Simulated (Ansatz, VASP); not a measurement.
AlFe in VASP and in Ansatz

Contents of INCAR:

```
SYSTEM = AlFe
ALGO = Normal
EDIFF = 1E-6
ENCUT = 520
GGA = PE
ISIF = 2
ISMEAR = -1
ISPIN = 2
LASPH = .TRUE.
LCHARG = .TRUE.
LELF = .TRUE.
LMAXMIX = 4
LORBIT = 11
LREAL = .FALSE.
LVHAR = .TRUE.
LWAVE = .FALSE.
MAGMOM = 0 0 3 -3
NBANDS = 23
NELM = 150
PREC = Accurate
SIGMA = 0.1
```

KPOINTS

```
k-points
0
G
  7 10 7
  0 0 0
```

The input POSCAR:

```
AlFe
1.0
    0.0000000000      2.9100000000      2.9100000000
    2.9100000000      0.0000000000      0.0000000000
    0.0000000000      2.9100000000     -2.9100000000
Al Fe
2 2
Direct
    0.0000000000      0.0000000000      0.0000000000
    0.5000000000      0.0000000000      0.5000000000
    0.5000000000      0.5000000000      0.0000000000
    0.0000000000      0.5000000000      0.5000000000
```

Input for Ansatz:

```yaml
crystal:
  lattice:
    - [0.0, 2.91, 2.91]
    - [2.91, 0.0, 0.0]
    - [0.0, 2.91, -2.91]
  atoms:
    - { symbol: Al, position: [0.0, 0.0, 0.0] }
    - { symbol: Al, position: [0.5, 0.0, 0.5] }
    - { symbol: Fe, position: [0.5, 0.5, 0.0], spin: 3.0 }
    - { symbol: Fe, position: [0.0, 0.5, 0.5], spin: -3.0 }
magnetization:
  spin_polarized: true
kpoints:
  mp_grid: { grid: [7, 10, 7] }
scf:
  occupations: { method: fermi_dirac, width: 0.1 }
  lower_state_search: "off"
hamiltonian:
  xc: pbe
  pseudopotentials: { kind: all_electron, lapw: { basis_error: 0.001 } }
output:
  forces: true
  stress: true
  eigenvalues: true
  populations: true
```

Alike in both runs: task single point; functional PBE; k mesh 7 × 10 × 7; occupations fermi-dirac, width 0.1 eV; collinear spin.

|  | VASP | Ansatz |
| --- | --- | --- |
| version | VASP 6.6.1 | Ansatz 0.2.0 |
| potentials or method | VASP PAW PBE potentials, release 64 (Al, Fe), cutoff 520 eV | all-electron LAPW, scalar-relativistic |

Ansatz gave:

- pressure (GPa): -4.7
- traceless stress, the component that is largest in VASP (GPa): -3.19
- net moment per atom (μB): 0.00
- size of the moment on the site where the two differ most (μB): 0.96

Which values does VASP return?

Pressure (GPa): -4.8; traceless stress, the component that is largest in VASP (GPa): -3.01; net moment per atom (μB): 0.00; size of the moment on the site where the two differ most (μB): 0.93.

Site moments also hang on the region over which each program counts them. Ansatz ran all-electron here, and VASP with PAW potentials.
